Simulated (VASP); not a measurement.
Here is a VASP 6.6.1 calculation.

The input INCAR:

```
ALGO = Normal
EDIFF = 1E-6
ENCUT = 520
GGA = PS
ISIF = 2
ISMEAR = 0
LASPH = True
LCHARG = False
LREAL = Auto
LWAVE = False
NBANDS = 80
NELECT = 128.0
NELM = 100
PREC = Accurate
SIGMA = 0.05
```

The input KPOINTS:

```
k-points
0
Gamma
  4 4 4
```

POSCAR

```
Li4Nb4O11
1.0
    5.1950821957      0.0000000000      0.0000000000
    0.0000000000      2.9993821042     -4.7271664166
    0.0000000000      5.9987642083      4.7271664167
Li Nb O
4 4 11
Direct
    0.0000000000      0.2865432153      0.3567283924
    0.5000000000      0.7865432153      0.8567283924
    0.0000000000      0.7134567847      0.6432716076
    0.5000000000      0.2134567847      0.1432716076
    0.0000000000      0.7111568631      0.1444215685
    0.5000000000      0.2111568631      0.6444215685
    0.0000000000      0.2888431369      0.8555784315
    0.5000000000      0.7888431369      0.3555784315
    0.8020967884      0.0253128181      0.7589912829
    0.3020967884      0.5253128181      0.2589912829
    0.3273039138      0.1547135204      0.8883919851
    0.3705992977      0.8526167320      0.5862951967
    0.8705992977      0.3526167320      0.0862951967
    0.1979032116      0.9746871819      0.2410087171
    0.6979032116      0.4746871819      0.7410087171
    0.1726960862      0.3452864796      0.6116080149
    0.7604017807      0.9802137179      0.1471040176
    0.6294007023      0.1473832680      0.4137048033
    0.1294007023      0.6473832680      0.9137048033
```

Potentials or basis: VASP PAW PBE potentials, release 64 (Li_sv, Nb_sv, O).

The run is started by

```console
$ cat potpaw_PBE.64/Li_sv/POTCAR potpaw_PBE.64/Nb_sv/POTCAR potpaw_PBE.64/O/POTCAR > POTCAR
$ mpirun -np 1 vasp_std > vasp.out
```

Task: What does it give for the largest force?

Result: 5.879 eV/Å.

Forces in eV/Å, atoms in the order of the input:
```
Li   0.225 -0.598  0.792
Li   0.018 -0.112 -0.226
Li   0.316  0.920  0.555
Li  -0.193 -0.085 -0.313
Nb   0.618 -3.501 -2.809
Nb   0.163  1.670  0.139
Nb   0.275 -1.275  0.315
Nb  -3.560  2.410 -2.981
O   -0.092 -0.279 -0.045
O    0.185  0.997 -0.431
O   -0.178 -0.149 -0.104
O    0.771 -2.319 -0.223
O   -0.143  2.893 -1.278
O    3.152  0.892  1.834
O    0.080 -0.115 -0.542
O   -0.332  0.069 -0.316
O   -0.468 -3.277  4.858
O   -0.398  0.190  0.782
O   -0.439  1.670 -0.007
```

Caveat: the cell carries a net charge on a neutralising background, which shifts energy and pressure; the cell differs from its parent crystal (atoms taken out, atom 17 moved 0.000 of the way to it and +0.900 Å across, host rigid); the PAW data sets were made with another functional, which shifts forces and pressure a little.
